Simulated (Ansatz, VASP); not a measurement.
# Rb5Na2S: VASP beside Ansatz

File INCAR:

```
PREC = Accurate
ENCUT = 520
EDIFF = 1E-6
ISMEAR = 0
SIGMA = 0.1
LREAL = False
LASPH = True
NELM = 80
ALGO = Normal
ISIF = 2
LWAVE = False
LCHARG = True
GGA = PE
LELF = True
LVHAR = True
NBANDS = 42
```

The input KPOINTS:

```
regular mesh
0
Gamma
  3 3 2
```

File POSCAR:

```
Rb5Na2S
1.0
    6.0784024900      0.0000000000      0.0000000000
   -3.0392012500      5.2640509700      0.0000000000
    0.0000000000      0.0000000000     10.6247174400
Rb Na S
5 2 1
Direct
    0.3333333300      0.6666666700      0.1830378000
    0.6666666700      0.3333333300      0.1830378000
    0.6666666700      0.3333333300      0.8169622000
    0.3333333300      0.6666666700      0.8169622000
    0.0000000000      0.0000000000      0.5000000000
    0.3333333300      0.6666666700      0.5000000000
    0.6666666700      0.3333333300      0.5000000000
    0.0000000000      0.0000000000      0.0000000000
```

Input for Ansatz:

```yaml
crystal:
  lattice:
    - [6.07840249, 0.0, 0.0]
    - [-3.03920125, 5.26405097, 0.0]
    - [0.0, 0.0, 10.62471744]
  atoms:
    - { symbol: Rb, position: [0.33333333, 0.66666667, 0.1830378] }
    - { symbol: Rb, position: [0.66666667, 0.33333333, 0.1830378] }
    - { symbol: Rb, position: [0.66666667, 0.33333333, 0.8169622] }
    - { symbol: Rb, position: [0.33333333, 0.66666667, 0.8169622] }
    - { symbol: Rb, position: [0.0, 0.0, 0.5] }
    - { symbol: Na, position: [0.33333333, 0.66666667, 0.5] }
    - { symbol: Na, position: [0.66666667, 0.33333333, 0.5] }
    - { symbol: S, position: [0.0, 0.0, 0.0] }
basis:
  ecutwfc: 420
kpoints:
  mp_grid: { grid: [3, 3, 2] }
hamiltonian:
  xc: pbe
scf:
  occupations: { method: gaussian, width: 0.1 }
  lower_state_search: "off"
output:
  forces: true
  stress: true
  eigenvalues: true
```

Alike in both runs: task single point; functional PBE; k mesh 3 × 3 × 2; occupations gaussian, width 0.1 eV; no spin polarisation.

|  | VASP | Ansatz |
| --- | --- | --- |
| version | VASP 6.6.1 | Ansatz 0.2.0 |
| potentials or method | VASP PAW PBE potentials, release 64 (Rb_sv, Na_pv, S), cutoff 520 eV | scalar-relativistic, plane waves, PAW |
| valence electrons in the cell | 65 | 69 |

Ansatz gave:

- gap on the k mesh at the Fermi level (eV): none
- pressure (GPa): 2.0
- traceless stress, the component that is largest in VASP (GPa): 0.09
- rms of the force components (eV/Å): 0.183

Task: What did VASP give for the same quantities?

Result: gap on the k mesh at the Fermi level (eV): none; pressure (GPa): 2.0; traceless stress, the component that is largest in VASP (GPa): 0.08; rms of the force components (eV/Å): 0.183.

Atom by atom the forces differ by 0.000 eV/Å (rms over components). A gap of «none» marks a metal or a gap that the smearing closes. The functional is the same, so the differences come from potentials, cutoffs and numerics. VASP's potentials hold 65 valence electrons a cell and Ansatz's 69, so a difference there can come from the potentials and not from the codes.

The k mesh is coarse, so the values compare programs but aren't converged.
